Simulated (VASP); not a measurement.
# KBa (P6/mmm) in VASP: single point with PBE

Aim: the single point of KBa with PBE.

All numbers are computed with VASP 6.6.1; they aren't measurements. Logs are shortened: lines on timing, memory, paths and dates and some standing lists are left out, and cuts for length are marked.

**1. The cell of the first run**

Symmetry: P6/mmm, No. 191, hexagonal system. The conventional cell has a = 6.727 Å, b = 6.727 Å, c = 5.428 Å, α = 90.00°, β = 90.00°, γ = 120.00°. K (site symmetry mmm) has 6 Ba at 3.34 to 3.36 Å and 4 K at 3.36 Å within 4.4 Å. Within 4.4 Å of Ba (site symmetry 6/mmm) lie 6 K at 3.36 Å. Ba (site symmetry -6m2) has 6 K at 3.34 Å and 3 Ba at 3.88 Å within 4.4 Å.

**2. Single point, PBE**

INCAR reads:

```
PREC = Accurate ; ENCUT = 520
EDIFF = 1E-6 ; ISMEAR = 0
SIGMA = 0.1 ; LREAL = False
LASPH = True ; NELM = 100
ALGO = Normal ; ISIF = 2
LWAVE = False ; LCHARG = False
GGA = PE ; NBANDS = 38
```

KPOINTS reads:

```
regular mesh
0
Gamma
  3 3 4
```

POSCAR reads:

```
KBa
1.0
    6.7273676932      0.0000000000      0.0000000000
   -3.3636838466      5.8260713229      0.0000000000
    0.0000000000      0.0000000000      5.4277625706
K Ba
3 3
Direct
    0.5000000000      0.0000000000      0.0000000000
    0.5000000000      0.5000000000      0.0000000000
    0.0000000000      0.5000000000      0.0000000000
    0.0000000000      0.0000000000      0.0000000000
    0.3333333333      0.6666666667      0.5000000000
    0.6666666667      0.3333333333      0.5000000000
```

Potentials or basis: VASP PAW PBE potentials, release 64 (K_sv, Ba_sv).

On the command line:

```sh
cat potpaw_PBE.64/K_sv/POTCAR potpaw_PBE.64/Ba_sv/POTCAR > POTCAR
mpirun -np 1 vasp_std > vasp.out
```

OUTCAR:

```text
PREC = Accurate
   ENCUT = 520
   EDIFF = 1E-6
   ISMEAR = 0
   LREAL = False
   LASPH = True
   NELM = 100
   ISIF = 2
   GGA = PE

 ion  position               nearest neighbor table
   1  0.500  0.000  0.000-   5 3.34   6 3.34   5 3.34   6 3.34   2 3.36   3 3.36   2 3.36   3 3.36
                             4 3.36   4 3.36
   2  0.500  0.500  0.000-   5 3.34   6 3.34   5 3.34   6 3.34   1 3.36   4 3.36   1 3.36   4 3.36
                             3 3.36   3 3.36
   3  0.000  0.500  0.000-   5 3.34   6 3.34   5 3.34   6 3.34   1 3.36   4 3.36   4 3.36   1 3.36
                             2 3.36   2 3.36
   4  0.000  0.000  0.000-   2 3.36   3 3.36   3 3.36   2 3.36   1 3.36   1 3.36   6 4.74   5 4.74
                             6 4.74   5 4.74   6 4.74   6 4.74   5 4.74   5 4.74   6 4.74   5 4.74
   5  0.333  0.667  0.500-   1 3.34   1 3.34   3 3.34   3 3.34   2 3.34   2 3.34   6 3.88   6 3.88
                             6 3.88   4 4.74   4 4.74   4 4.74   4 4.74   4 4.74   4 4.74
   6  0.667  0.333  0.500-   1 3.34   1 3.34   3 3.34   3 3.34   2 3.34   2 3.34   5 3.88   5 3.88
                             5 3.88   4 4.74   4 4.74   4 4.74   4 4.74   4 4.74   4 4.74

  LATTYP: Found a hexagonal cell.
 ALAT       =     6.7273676932
 C/A-ratio  =     0.8068181818

  Lattice vectors:

 A1 = (   6.7273676932,   0.0000000000,   0.0000000000)
 A2 = (  -3.3636838466,   5.8260713229,   0.0000000000)
 A3 = (   0.0000000000,   0.0000000000,   5.4277625706)

Analysis of symmetry for initial positions (statically):
=====================================================================
 Subroutine PRICEL returns:
 Original cell was already a primitive cell.

 Routine SETGRP: Setting up the symmetry group for a
 hexagonal supercell.

 Subroutine GETGRP returns: Found 24 space group operations
 (whereof 24 operations were pure point group operations)
 out of a pool of 24 trial point group operations.

The static configuration has the point symmetry D_6h.

Analysis of symmetry for dynamics (positions and initial velocities):
=====================================================================
 Subroutine PRICEL returns:
 Original cell was already a primitive cell.

 Routine SETGRP: Setting up the symmetry group for a
 hexagonal supercell.

 Subroutine GETGRP returns: Found 24 space group operations
 (whereof 24 operations were pure point group operations)
 out of a pool of 24 trial point group operations.

The dynamic configuration has the point symmetry D_6h.

 Subroutine INISYM returns: Found 24 space group operations
 (whereof 24 operations are pure point group operations),
 and found     1 'primitive' translations

----------------------------------------------------------------------------------------

                                     Primitive cell

  volume of cell :     212.7364

  direct lattice vectors                    reciprocal lattice vectors
     6.727367693  0.000000000  0.000000000     0.148646550  0.085821126  0.000000000
    -3.363683847  5.826071323  0.000000000     0.000000000  0.171642252  0.000000000
     0.000000000  0.000000000  5.427762571     0.000000000  0.000000000  0.184237978

  length of vectors
     6.727367693  6.727367693  5.427762571     0.171642252  0.171642252  0.184237978

  position of ions in fractional coordinates (direct lattice)
     0.500000000  0.000000000  0.000000000
     0.500000000  0.500000000  0.000000000
     0.000000000  0.500000000  0.000000000
     0.000000000  0.000000000  0.000000000
     0.333333333  0.666666667  0.500000000
     0.666666667  0.333333333  0.500000000

  ion indices of the primitive-cell ions
   primitive index   ion index
                 1           1
                 2           2
                 3           3
                 4           4
                 5           5
                 6           6

----------------------------------------------------------------------------------------

 KPOINTS: regular mesh

Automatic generation of k-mesh.
 Grid dimensions read from file:
 generate k-points for:    3    3    4

 Generating k-lattice:

  Cartesian coordinates                     Fractional coordinates (reciprocal lattice)
     0.049548850  0.028607042  0.000000000     0.333333333  0.000000000  0.000000000
     0.000000000  0.057214084  0.000000000     0.000000000  0.333333333  0.000000000
     0.000000000  0.000000000  0.046059494     0.000000000  0.000000000  0.250000000

  Length of vectors
     0.057214084  0.057214084  0.046059494

  Shift w.r.t. Gamma in fractional coordinates (k-lattice)
     0.000000000  0.000000000  0.000000000

 Subroutine IBZKPT returns following result:
 ===========================================

 Found      9 irreducible k-points:

 Following reciprocal coordinates:
            Coordinates               Weight
  0.000000  0.000000  0.000000      1.000000
  0.333333  0.000000  0.000000      6.000000
  0.333333  0.333333  0.000000      2.000000
  0.000000  0.000000  0.250000      2.000000
  0.333333  0.000000  0.250000     12.000000
  0.333333  0.333333  0.250000      4.000000
  0.000000  0.000000  0.500000      1.000000
  0.333333  0.000000  0.500000      6.000000
  0.333333  0.333333  0.500000      2.000000
   k-points           NKPTS =      9   k-points in BZ     NKDIM =      9   number of bands    NBANDS=     38
   number of dos      NEDOS =    301   number of ions     NIONS =      6
   total plane-waves  NPLWV = 100000
   dimension x,y,z NGX =    50 NGY =   50 NGZ =   40
   dimension x,y,z NGXF=   100 NGYF=  100 NGZF=   80
   ions per type =               3   3
   NGX,Y,Z   is equivalent  to a cutoff of  12.36, 12.36, 12.25 a.u.
   NGXF,Y,Z  is equivalent  to a cutoff of  24.71, 24.71, 24.50 a.u.
 SYSTEM =  unknown system
   PREC   = accura    normal or accurate (medium, high low for compatibility)
   ISTART =      0    job   : 0-new  1-cont  2-samecut
   ICHARG =      2    charge: 1-file 2-atom 10-const
   ISPIN  =      1    spin polarized calculation?
   LNONCOLLINEAR =      F non collinear calculations
   LSORBIT =      F    spin-orbit coupling
   LASPH  =      T    aspherical Exc in radial PAW
   ENCUT  =  520.0 eV  38.22 Ry    6.18 a.u.  12.51 12.51 10.09*2*pi/ulx,y,z
   NELM   =    100;   NELMIN=  2; NELMDL= -5     # of ELM steps
   EDIFF  = 0.1E-05   stopping-criterion for ELM
   LREAL  =      F    real-space projection
   EDIFFG = 0.1E-04   stopping-criterion for IOM
   NSW    =      0    number of steps for IOM
   IBRION =     -1    ionic relax: 0-MD 1-quasi-New 2-CG
   NFREE  =      0    steps in history (QN), initial steepest desc. (CG)
   ISIF   =      2    stress and relaxation
   ISYM   =      2    0-nonsym 1-usesym 2-fastsym
   POTIM  = 0.5000    time-step for ionic-motion
   TEBEG  =    0.0;   TEEND  =   0.0 temperature during run
   PSTRESS=    0.0 pullay stress
   NELECT =      57.0000    total number of electrons
   NUPDOWN=      -1.0000    fix difference up-down
   EMIN   =  10.00;   EMAX   =-10.00  energy-range for DOS
   EFERMI =   0.00;   METHOD = LEGACY
   ISMEAR =     0;   SIGMA  =   0.10  broadening in eV -4-tet -1-fermi 0-gaus
   EFERMI_NEDOS =   21; number of points for ismear=-14 and -15
   IALGO  =     38    algorithm
   IMIX   =      4    mixing-type and parameters
     AMIX     =   0.40;   BMIX     =  1.00
     AMIX_MAG =   1.60;   BMIX_MAG =  1.00
  volume/ion in A,a.u.               =      35.46       239.27
  Fermi-wavevector in a.u.,A,eV,Ry     =   1.055405  1.994426 15.155256  1.113880
  Thomas-Fermi vector in A             =   2.190602
   LORBIT       =      0    0 simple, 1 ext, 2 COOP (PROOUT), +10 PAW based schemes
   GGA     = PE    functional components
   LHFCALC =     F    Hartree Fock is set to
   AEXX    =    0.0000 exact exchange contribution
   IVDW    =     0    specifies the selected vdW correction
   LEPSILON=     F    determine dielectric tensor
   LRPA    =     F    only Hartree local field effects (RPA)
 non-spin polarized calculation
 Gauss-broadening in eV      SIGMA  =   0.10
  energy-cutoff  :      520.00
  volume of cell :      212.74
 maximum number of plane-waves:      5816
 NGX is ok and might be reduce to    50
   NGX = 25   NGY = 25   NGZ = 21

 number of electron      57.0000001 magnetization

 Free energy of the ion-electron system (eV)
  ---------------------------------------------------
  ext. energy  EPLUGINS =         0.00000000
  ---------------------------------------------------
  free energy    TOTEN  =        -1.18088162 eV

  energy without entropy =       -1.14841584  energy(sigma->0) =       -1.16464873

 E-fermi :   2.9878     XC(G=0):  -8.6680

 val. band max:        2.9647175063   @ k =   0.3333   0.0000   0.5000
 cond. band min:       3.0383880624   @ k =   0.0000   0.0000   0.0000
 fundamental gap:      0.0736705561
 Fermi energy:         2.9878487836

 k-point     1 :       0.0000    0.0000    0.0000
  band No.  band energies     occupation
      1     -29.0975      2.00000
      2     -28.9566      2.00000
      3     -28.9566      2.00000
      4     -25.6060      2.00000
      5     -25.5403      2.00000
      6     -25.4483      2.00000
[... 30 lines left out ...]
     37       4.6794      0.00000
     38       4.6794      0.00000

 k-point     2 :       0.3333    0.0000    0.0000
  band No.  band energies     occupation
      1     -29.0670      2.00000
      2     -28.9867      2.00000
      3     -28.9569      2.00000
      4     -25.6112      2.00000
      5     -25.5210      2.00000
      6     -25.4678      2.00000
[... 30 lines left out ...]
     37       4.7837      0.00000
     38       4.8740      0.00000

 k-point     3 :       0.3333    0.3333    0.0000
  band No.  band energies     occupation
      1     -29.0262      2.00000
      2     -29.0262      2.00000
      3     -28.9579      2.00000
      4     -25.6138      2.00000
      5     -25.4945      2.00000
      6     -25.4945      2.00000
[... 30 lines left out ...]
     37       5.3328      0.00000
     38       5.4085      0.00000

 k-point     4 :       0.0000    0.0000    0.2500
  band No.  band energies     occupation
      1     -29.0935      2.00000
      2     -28.9564      2.00000
      3     -28.9564      2.00000
      4     -25.6055      2.00000
      5     -25.5512      2.00000
      6     -25.4464      2.00000
[... 30 lines left out ...]
     37       5.1709      0.00000
     38       5.1709      0.00000

 k-point     5 :       0.3333    0.0000    0.2500
  band No.  band energies     occupation
      1     -29.0637      2.00000
      2     -28.9856      2.00000
      3     -28.9566      2.00000
      4     -25.6108      2.00000
      5     -25.5294      2.00000
      6     -25.4688      2.00000
[... 30 lines left out ...]
     37       5.2436      0.00000
     38       5.4801      0.00000

 k-point     6 :       0.3333    0.3333    0.2500
  band No.  band energies     occupation
      1     -29.0240      2.00000
      2     -29.0240      2.00000
      3     -28.9576      2.00000
      4     -25.6134      2.00000
      5     -25.4992      2.00000
      6     -25.4992      2.00000
[... 30 lines left out ...]
     37       5.1531      0.00000
     38       5.1606      0.00000

 k-point     7 :       0.0000    0.0000    0.5000
  band No.  band energies     occupation
      1     -29.0895      2.00000
      2     -28.9561      2.00000
      3     -28.9561      2.00000
      4     -25.6051      2.00000
      5     -25.5622      2.00000
      6     -25.4445      2.00000
[... 30 lines left out ...]
     37       5.2762      0.00000
     38       5.2815      0.00000

 k-point     8 :       0.3333    0.0000    0.5000
  band No.  band energies     occupation
      1     -29.0605      2.00000
      2     -28.9844      2.00000
      3     -28.9563      2.00000
      4     -25.6104      2.00000
      5     -25.5377      2.00000
      6     -25.4698      2.00000
[... 30 lines left out ...]
     37       5.0416      0.00000
     38       5.6517      0.00000

 k-point     9 :       0.3333    0.3333    0.5000
  band No.  band energies     occupation
      1     -29.0218      2.00000
      2     -29.0218      2.00000
      3     -28.9573      2.00000
      4     -25.6130      2.00000
      5     -25.5039      2.00000
      6     -25.5039      2.00000
[... 30 lines left out ...]
     37       4.8448      0.00000
     38       5.2080      0.00000

------------------------ aborting loop because EDIFF is reached ----------------------------------------

  FORCE on cell =-STRESS in cart. coord.  units (eV):
  Direction    XX          YY          ZZ          XY          YZ          ZX
  --------------------------------------------------------------------------------------
  -------------------------------------------------------------------------------------
  Total       15.9786500     15.9786500     14.2710066      0.0000000      0.0000000      0.0000000
  in kB      120.3396828    120.3396828    107.4789428      0.0000000      0.0000000      0.0000000
  external PRESSURE =     116.0527695 kB  Pullay stress =       0.0000000 kB

 VOLUME and BASIS-vectors are now :
 -----------------------------------------------------------------------------
  energy-cutoff  :      520.00
  volume of cell :      212.74
      direct lattice vectors                 reciprocal lattice vectors
     6.727367693  0.000000000  0.000000000     0.148646550  0.085821126  0.000000000
    -3.363683847  5.826071323  0.000000000     0.000000000  0.171642252  0.000000000
     0.000000000  0.000000000  5.427762571     0.000000000  0.000000000  0.184237978

 POSITION                                       TOTAL-FORCE (eV/Angst)
 -----------------------------------------------------------------------------------
      3.36368      0.00000      0.00000        -0.000000      0.000000     -0.000000
      1.68184      2.91304      0.00000        -0.000000      0.000000     -0.000000
     -1.68184      2.91304      0.00000        -0.000000      0.000000     -0.000000
      0.00000      0.00000      0.00000        -0.000000      0.000000     -0.000000
     -0.00000      3.88405      2.71388        -0.000000      0.000000     -0.000000
      3.36368      1.94202      2.71388         0.000000     -0.000000      0.000000
 -----------------------------------------------------------------------------------
    total drift:                               -0.000000      0.000000     -0.000000

  FREE ENERGIE OF THE ION-ELECTRON SYSTEM (eV)
  ---------------------------------------------------
  free  energy   TOTEN  =        -1.1808816250 eV

  energy  without entropy=       -1.1484158411  energy(sigma->0) =       -1.16464873
```

Wall time 56 s (1 thread of AMD EPYC 9R14 (Zen 4), shared host); peak memory 0.29 GiB.

What came out:

```
Free energy            : -1.1809 eV
Pressure               : 11.6 GPa
Band gap on the k mesh : zero (an odd number of electrons rules out a gap without spin polarisation)
```

Stress tensor (GPa, compression positive):
```
12.03  0.00  0.00
 0.00 12.03  0.00
 0.00  0.00 10.75
```

Caveat: the cell stands under pressure; spin-orbit coupling is left out, which moves the levels of the heavy elements.

The gap in the log of VASP goes by the Fermi energy; the results here count the filled bands.